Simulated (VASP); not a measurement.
# In (I4/mmm) in VASP: notebook

The runs below take In through single point, with LDA.

Everything below comes from runs of VASP 6.6.1. Logs are shortened: lines on timing, memory, paths and dates and some standing lists are left out, and cuts for length are marked.

## (1) The cell of the first run

The structure is tetragonal, space group I4/mmm (No. 139). The conventional cell has a = 3.150 Å, b = 3.150 Å, c = 5.149 Å, α = 90.00°, β = 90.00°, γ = 90.00°. In (site symmetry 4/mmm) has 12 In at 3.15 to 3.40 Å within 4.1 Å.

## (2) Single point, LDA (25.54 Å³/atom)

The input, INCAR:

```
ALGO     = Fast           # electronic algorithm
EDIFF    = 1E-6           # SCF threshold, eV
ENCUT    = 520            # plane-wave cutoff, eV
GGA      = CA             # functional
ISIF     = 2              # what is computed and relaxed
ISMEAR   = 0              # smearing method
LASPH    = True           # aspherical terms in the spheres
LCHARG   = False          # write CHGCAR
LREAL    = False          # projectors in reciprocal space
LWAVE    = False          # write WAVECAR
NBANDS   = 12             # bands
NELM     = 100            # most SCF steps
PREC     = Accurate       # precision mode
SIGMA    = 0.15           # smearing width, eV
```

The input, KPOINTS:

```
k-points
0
Gamma
  22 22 22
```

The input, POSCAR:

```
In
1.0
   -1.5747625763      1.5747625763      2.5744218597
    1.5747625763     -1.5747625763      2.5744218597
    1.5747625763      1.5747625763     -2.5744218597
In
1
Direct
    0.0000000000      0.0000000000      0.0000000000
```

Potentials or basis: VASP PAW LDA potentials, release 64 (In_d).

Launch:

```bash
$ cat potpaw_LDA.64/In_d/POTCAR > POTCAR
$ mpirun -np 1 vasp_std > vasp.out
```

OUTCAR:

```text
EDIFF = 1E-6
   ENCUT = 520
   GGA = CA
   ISIF = 2
   ISMEAR = 0
   LASPH = True
   LREAL = False
   NELM = 100
   PREC = Accurate

 ion  position               nearest neighbor table
   1  0.000  0.000  0.000-

  LATTYP: Found a body centered tetragonal cell.
 ALAT       =     3.1495251526
 C/A-ratio  =     1.6348000000

  Lattice vectors:

 A1 = (  -1.5747625763,   1.5747625763,   2.5744218597)
 A2 = (   1.5747625763,  -1.5747625763,   2.5744218597)
 A3 = (   1.5747625763,   1.5747625763,  -2.5744218597)

Analysis of symmetry for initial positions (statically):
=====================================================================
 Subroutine PRICEL returns:
 Original cell was already a primitive cell.

 Routine SETGRP: Setting up the symmetry group for a
 body centered tetragonal supercell.

 Subroutine GETGRP returns: Found 16 space group operations
 (whereof 16 operations were pure point group operations)
 out of a pool of 16 trial point group operations.

The static configuration has the point symmetry D_4h.

Analysis of symmetry for dynamics (positions and initial velocities):
=====================================================================
 Subroutine PRICEL returns:
 Original cell was already a primitive cell.

 Routine SETGRP: Setting up the symmetry group for a
 body centered tetragonal supercell.

 Subroutine GETGRP returns: Found 16 space group operations
 (whereof 16 operations were pure point group operations)
 out of a pool of 16 trial point group operations.

The dynamic configuration has the point symmetry D_4h.

 Subroutine INISYM returns: Found 16 space group operations
 (whereof 16 operations are pure point group operations),
 and found     1 'primitive' translations

----------------------------------------------------------------------------------------

                                     Primitive cell

  volume of cell :      25.5370

  direct lattice vectors                    reciprocal lattice vectors
    -1.574762576  1.574762576  2.574421860     0.000000000  0.317508180  0.194218363
     1.574762576 -1.574762576  2.574421860     0.317508180  0.000000000  0.194218363
     1.574762576  1.574762576 -2.574421860     0.317508180  0.317508180  0.000000000

  length of vectors
     3.404027358  3.404027358  3.404027358     0.372199163  0.372199163  0.449024375

  position of ions in fractional coordinates (direct lattice)
     0.000000000  0.000000000  0.000000000

  ion indices of the primitive-cell ions
   primitive index   ion index
[... 77 lines left out ...]
   IBRION =     -1    ionic relax: 0-MD 1-quasi-New 2-CG
   NFREE  =      0    steps in history (QN), initial steepest desc. (CG)
   ISIF   =      2    stress and relaxation
   ISYM   =      2    0-nonsym 1-usesym 2-fastsym
   POTIM  = 0.5000    time-step for ionic-motion
   TEBEG  =    0.0;   TEEND  =   0.0 temperature during run
   PSTRESS=    0.0 pullay stress
   NELECT =      13.0000    total number of electrons
   NUPDOWN=      -1.0000    fix difference up-down
   EMIN   =  10.00;   EMAX   =-10.00  energy-range for DOS
   EFERMI =   0.00;   METHOD = LEGACY
   ISMEAR =     0;   SIGMA  =   0.15  broadening in eV -4-tet -1-fermi 0-gaus
   EFERMI_NEDOS =   21; number of points for ismear=-14 and -15
   IALGO  =     68    algorithm
   IMIX   =      4    mixing-type and parameters
     AMIX     =   0.40;   BMIX     =  1.00
     AMIX_MAG =   1.60;   BMIX_MAG =  1.00
  volume/ion in A,a.u.               =      25.54       172.33
  Fermi-wavevector in a.u.,A,eV,Ry     =   1.307172  2.470196 23.248248  1.708698
  Thomas-Fermi vector in A             =   2.437924
   LORBIT       =      0    0 simple, 1 ext, 2 COOP (PROOUT), +10 PAW based schemes
   GGA     = CA    functional components
   LHFCALC =     F    Hartree Fock is set to
   AEXX    =    0.0000 exact exchange contribution
   IVDW    =     0    specifies the selected vdW correction
   LEPSILON=     F    determine dielectric tensor
   LRPA    =     F    only Hartree local field effects (RPA)
 non-spin polarized calculation
 RMM-DIIS sequential band-by-band and
 Gauss-broadening in eV      SIGMA  =   0.15
  energy-cutoff  :      520.00
  volume of cell :       25.54
 maximum number of plane-waves:       708
 NGX is ok and might be reduce to    28
   NGX = 13   NGY = 13   NGZ = 13

 number of electron      13.0000002 magnetization

 Free energy of the ion-electron system (eV)
  ---------------------------------------------------
  ext. energy  EPLUGINS =         0.00000000
  ---------------------------------------------------
  free energy    TOTEN  =        -3.21422545 eV

  energy without entropy =       -3.20936246  energy(sigma->0) =       -3.21179395

 E-fermi :   7.4579     XC(G=0): -10.6406

 val. band max:        7.4514790228   @ k =  -0.3636   0.4545   0.0909
 cond. band min:       7.4684642757   @ k =  -0.0909   0.3182   0.0909
 fundamental gap:      0.0169852529
 Fermi energy:         7.4579368314

 k-point     1 :       0.0000    0.0000    0.0000
  band No.  band energies     occupation
      1      -7.2530      2.00000
      2      -7.0298      2.00000
      3      -7.0108      2.00000
      4      -7.0108      2.00000
      5      -6.8031      2.00000
      6      -2.2411      2.00000
      7      18.1617      0.00000
      8      18.1617      0.00000
      9      18.3011      0.00000
     10      19.4012      0.00000
     11      21.1563      0.00000
     12      21.7807      0.00000
[... 331 lines left out ...]
 k-point    24 :      -0.4545    0.0455    0.0000
  band No.  band energies     occupation
      1      -7.1689      2.00000
      2      -7.1647      2.00000
      3      -6.9950      2.00000
      4      -6.7893      2.00000
      5      -6.7141      2.00000
      6       2.3039      2.00000
      7       5.1512      2.00000
      8      14.0325      0.00000
      9      17.2119      0.00000
     10      18.2901      0.00000
     11      18.9279      0.00000
     12      22.2345      0.00000

 [... further k-points ...]
[... 5 lines left out ...]
  --------------------------------------------------------------------------------------
  -------------------------------------------------------------------------------------
  Total       -0.2291506     -0.2291506     -0.3163413      0.0000000     -0.0000000      0.0000000
  in kB      -14.3767812    -14.3767812    -19.8470765      0.0000000     -0.0000000      0.0000000
  external PRESSURE =     -16.2002130 kB  Pullay stress =       0.0000000 kB

 VOLUME and BASIS-vectors are now :
 -----------------------------------------------------------------------------
  energy-cutoff  :      520.00
  volume of cell :       25.54
      direct lattice vectors                 reciprocal lattice vectors
    -1.574762576  1.574762576  2.574421860     0.000000000  0.317508180  0.194218363
     1.574762576 -1.574762576  2.574421860     0.317508180  0.000000000  0.194218363
     1.574762576  1.574762576 -2.574421860     0.317508180  0.317508180  0.000000000

 POSITION                                       TOTAL-FORCE (eV/Angst)
 -----------------------------------------------------------------------------------
      0.00000      0.00000      0.00000        -0.000000     -0.000000      0.000000
 -----------------------------------------------------------------------------------
    total drift:                                0.000000     -0.000000     -0.000000

  FREE ENERGIE OF THE ION-ELECTRON SYSTEM (eV)
  ---------------------------------------------------
  free  energy   TOTEN  =        -3.2142254469 eV

  energy  without entropy=       -3.2093624553  energy(sigma->0) =       -3.21179395
```

OSZICAR:

```text
N       E                     dE             d eps       ncg     rms          rms(c)
DAV:   1     0.786744327079E+02    0.78674E+02   -0.62553E+03 20384   0.138E+03
DAV:   2     0.630869151199E+00   -0.78044E+02   -0.75883E+02 20984   0.294E+02
DAV:   3    -0.316042695403E+01   -0.37913E+01   -0.37793E+01 23936   0.652E+01
DAV:   4    -0.324726116525E+01   -0.86834E-01   -0.86808E-01 25072   0.980E+00
DAV:   5    -0.325120569079E+01   -0.39445E-02   -0.39444E-02 27940   0.185E+00    0.254E+00
RMM:   6    -0.322154418825E+01    0.29662E-01   -0.33649E-02 24559   0.287E+00    0.134E+00
RMM:   7    -0.321468376180E+01    0.68604E-02   -0.12618E-02 23715   0.136E+00    0.273E-01
RMM:   8    -0.321417278437E+01    0.51098E-03   -0.19141E-03 29442   0.681E-01    0.909E-02
RMM:   9    -0.321421907887E+01   -0.46295E-04   -0.61356E-04 30763   0.236E-01    0.243E-02
RMM:  10    -0.321421825068E+01    0.82819E-06   -0.15487E-04 27175   0.223E-01    0.647E-03
RMM:  11    -0.321422490984E+01   -0.66592E-05   -0.69435E-05 33052   0.805E-02    0.115E-02
RMM:  12    -0.321422500125E+01   -0.91414E-07   -0.10115E-05 24897   0.438E-02    0.422E-03
RMM:  13    -0.321422544695E+01   -0.44569E-06   -0.45116E-06 17574   0.213E-02
   1 F= -.32142254E+01 E0= -.32117940E+01  d E =-.486299E-02
```

Run time: 6.6 min. Hardware: 1 thread of Intel Xeon Platinum 8259CL at 2.50GHz (Skylake/Cascade Lake), shared host; peak memory 0.34 GiB.

Results:

```
Free energy            : -3.2142 eV
Pressure               : -1.6 GPa
Band gap on the k mesh : zero (an odd number of electrons rules out a gap without spin polarisation)
```

Caveat: spin-orbit coupling is left out, which moves the levels of the heavy elements.

(Part 1 of 2 ends here.)

The gap in the log of VASP goes by the Fermi energy; the results here count the filled bands.